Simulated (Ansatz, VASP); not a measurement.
# Hg in VASP and in Ansatz

File INCAR:

```
PREC = Accurate
ENCUT = 520
EDIFF = 1E-6
ISMEAR = 0
SIGMA = 0.15
LREAL = F
LASPH = T
NELM = 60
ALGO = Fast
ISIF = 2
LWAVE = F
LCHARG = F
GGA = PE
IVDW = 12
NBANDS = 19
```

The input KPOINTS:

```
Automatic mesh
0
Gamma
  15 15 8
```

POSCAR

```
Hg
1.0
    3.5198000000      0.0000000000      0.0000000000
   -1.7599000000      3.0482362162      0.0000000000
    0.0000000000      0.0000000000      5.6033000000
Hg
2
Direct
    0.6666666667      0.3333333333      0.7500000000
    0.3333333333      0.6666666667      0.2500000000
```

Input for Ansatz:

```yaml
crystal:
  lattice:
    - [3.5198, 0.0, 0.0]
    - [-1.7599, 3.0482362162, 0.0]
    - [0.0, 0.0, 5.6033]
  atoms:
    - { symbol: Hg, position: [0.6666666667, 0.3333333333, 0.75] }
    - { symbol: Hg, position: [0.3333333333, 0.6666666667, 0.25] }
basis:
  ecutwfc: 420
kpoints:
  mp_grid: { grid: [15, 15, 8] }
hamiltonian:
  xc: pbe
  dispersion: d3bj
scf:
  occupations: { method: gaussian, width: 0.15 }
output:
  forces: true
  stress: true
  eigenvalues: true
  write_density: true
  write_potential: true
  elf: true
  volumetric_format: npy
```

Alike in both runs: task single point; functional PBE; dispersion D3(BJ); k mesh 15 × 15 × 8; occupations gaussian, width 0.15 eV; no spin polarisation.

|  | VASP | Ansatz |
| --- | --- | --- |
| version | VASP 6.6.1 | Ansatz 0.2.0 |
| potentials or method | VASP PAW PBE potentials, release 64 (Hg), cutoff 520 eV | scalar-relativistic, plane waves, PAW |
| valence electrons in the cell | 24 | 40 |

VASP gave:

| Quantity | Value |
| --- | --- |
| gap on the k mesh at the Fermi level (eV) | none |
| pressure (GPa) | -1.4 |
| traceless stress, the component that is largest in VASP (GPa) | -0.12 |

Task: What did Ansatz give for the same quantities?

Result: gap on the k mesh at the Fermi level (eV): none; pressure (GPa): -1.5; traceless stress, the component that is largest in VASP (GPa): -0.12.

A gap of «none» marks a metal or a gap that the smearing closes. VASP's potentials hold 24 valence electrons a cell and Ansatz's 40, so a difference there can come from the potentials and not from the codes.

Spin-orbit coupling is off throughout.
